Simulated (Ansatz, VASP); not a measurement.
## In: VASP beside Ansatz

INCAR

```
PREC     = Accurate       # precision mode
ENCUT    = 520            # plane-wave cutoff, eV
EDIFF    = 1E-7           # SCF threshold, eV
ISMEAR   = -1             # smearing method
SIGMA    = 0.1            # smearing width, eV
LREAL    = False          # projectors in reciprocal space
LASPH    = True           # aspherical terms in the spheres
NELM     = 60             # most SCF steps
ALGO     = Normal         # electronic algorithm
ISIF     = 2              # what is computed and relaxed
LWAVE    = False          # write WAVECAR
LCHARG   = False          # write CHGCAR
GGA      = PE             # functional
NBANDS   = 26             # bands
```

File KPOINTS:

```
regular mesh
0
Gamma
  8 8 11
```

POSCAR

```
In
1.0
    5.5229041568      0.0000000000      0.0000000000
   -2.7614520784      4.7829753024      0.0000000000
    0.0000000000      0.0000000000      3.4241541806
In
3
Direct
    0.0000000000      1.0000000000      0.0000000000
    0.3333333333      0.6666666667      0.5000000000
    0.6666666667      0.3333333333      0.5000000000
```

Input for Ansatz:

```yaml
crystal:
  lattice:
    - [5.5229041568, 0.0, 0.0]
    - [-2.7614520784, 4.7829753024, 0.0]
    - [0.0, 0.0, 3.4241541806]
  atoms:
    - { symbol: In, position: [0.0, 1.0, 0.0] }
    - { symbol: In, position: [0.3333333333, 0.6666666667, 0.5] }
    - { symbol: In, position: [0.6666666667, 0.3333333333, 0.5] }
hamiltonian:
  xc: pbe
  pseudopotentials:
    kind: paw
    azcp:
      In: "pseudopotentials/In.paw.azcp"
basis:
  ecutwfc: 420
  fft_grid_basis: typed
kpoints:
  mp_grid: { grid: [8, 8, 11], shift: [0, 0, 0] }
magnetization:
  spin_polarized: false
scf:
  occupations: { method: fermi_dirac, width: 0.1 }
  lower_state_search: "off"
output:
  stress: true
```

Alike in both runs: task single point; functional PBE; k mesh 8 × 8 × 11; occupations fermi-dirac, width 0.1 eV; no spin polarisation.

```csv
,VASP,Ansatz
version,VASP 6.6.1,Ansatz 0.2.0
potentials or method,"VASP PAW PBE potentials, release 64 (In_d), cutoff 520 eV","plane waves (420 eV) with PAW, scalar-relativistic"
valence electrons in the cell,39,39
```

```csv
,VASP,Ansatz,Ansatz less VASP
pressure (GPa),-2.0,-2.0,+0.04
"traceless stress, the component that is largest in VASP (GPa)",-0.16,-0.16,-0.001
```

The functional is the same, so the differences come from potentials, cutoffs and numerics.
